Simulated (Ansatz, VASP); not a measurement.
## Two plane-wave programs on Ti

INCAR

```
ALGO = Normal
EDIFF = 1E-6
ENCUT = 520
GGA = PE
ISIF = 2
ISMEAR = 0
LASPH = T
LCHARG = T
LELF = T
LREAL = F
LVHAR = T
LWAVE = F
NBANDS = 12
NELM = 100
PREC = Accurate
SIGMA = 0.15
```

The input KPOINTS:

```
k-points
0
Gamma
  20 20 20
```

Contents of POSCAR:

```
Ti
1.0
    0.0000000000      2.0300000000      2.0300000000
    2.0300000000      0.0000000000      2.0300000000
    2.0300000000      2.0300000000      0.0000000000
Ti
1
Direct
    0.0000000000      0.0000000000      0.0000000000
```

Input for Ansatz:

```yaml
crystal:
  lattice:
    - [0.0, 2.03, 2.03]
    - [2.03, 0.0, 2.03]
    - [2.03, 2.03, 0.0]
  atoms:
    - { symbol: Ti, position: [0.0, 0.0, 0.0] }
basis:
  ecutwfc: 420
kpoints:
  mp_grid: { grid: [20, 20, 20] }
hamiltonian:
  xc: pbe
scf:
  occupations: { method: gaussian, width: 0.15 }
output:
  forces: true
  stress: true
  eigenvalues: true
```

Alike in both runs: task single point; functional PBE; k mesh 20 × 20 × 20; occupations gaussian, width 0.15 eV; no spin polarisation.

|  | VASP | Ansatz |
| --- | --- | --- |
| version | VASP 6.6.1 | Ansatz 0.2.0 |
| potentials or method | VASP PAW PBE potentials, release 64 (Ti_sv), cutoff 520 eV | scalar-relativistic, plane waves, PAW |
| valence electrons in the cell | 12 | 12 |

|  | VASP | Ansatz | Ansatz less VASP |
| --- | --- | --- | --- |
| gap on the k mesh at the Fermi level (eV) | none | none | - |
| pressure (GPa) | 4.1 | 4.4 | +0.31 |

A gap of «none» marks a metal or a gap that the smearing closes.
